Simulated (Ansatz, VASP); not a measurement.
# SiO2: VASP beside Ansatz

```
Si O
1.0
     4.17730    0.00000    0.00000
     0.00000    4.17730    0.00000
     0.00000    0.00000    2.66520
Si O
2 4
Direct
  0.00000 0.00000 0.00000
  0.50000 0.50000 0.50000
  0.30590 0.30590 0.00000
  0.19410 0.80590 0.50000
  0.69410 0.69410 0.00000
  0.80590 0.19410 0.50000
```

Alike in both runs: task relaxation of the atoms; functional PBE; k mesh 5 × 5 × 7; occupations fermi-dirac, width 0.02 eV; no spin polarisation.

|  | VASP | Ansatz |
| --- | --- | --- |
| version | VASP 6.6.1 | Ansatz 0.2.0 |
| potentials or method | VASP PAW PBE potentials, release 64 (Si, O) | plane-wave PAW, scalar-relativistic |
| plane-wave cutoff (eV) | 520 | 420 |
| valence electrons in the cell | 32 | 32 |

|  | VASP | Ansatz | Ansatz less VASP |
| --- | --- | --- | --- |
| gap on the k mesh at the Fermi level, each at its own relaxed structure (eV) | 5.60 | 5.62 | +0.017 |

Ansatz's warnings: stress scf threshold loose.
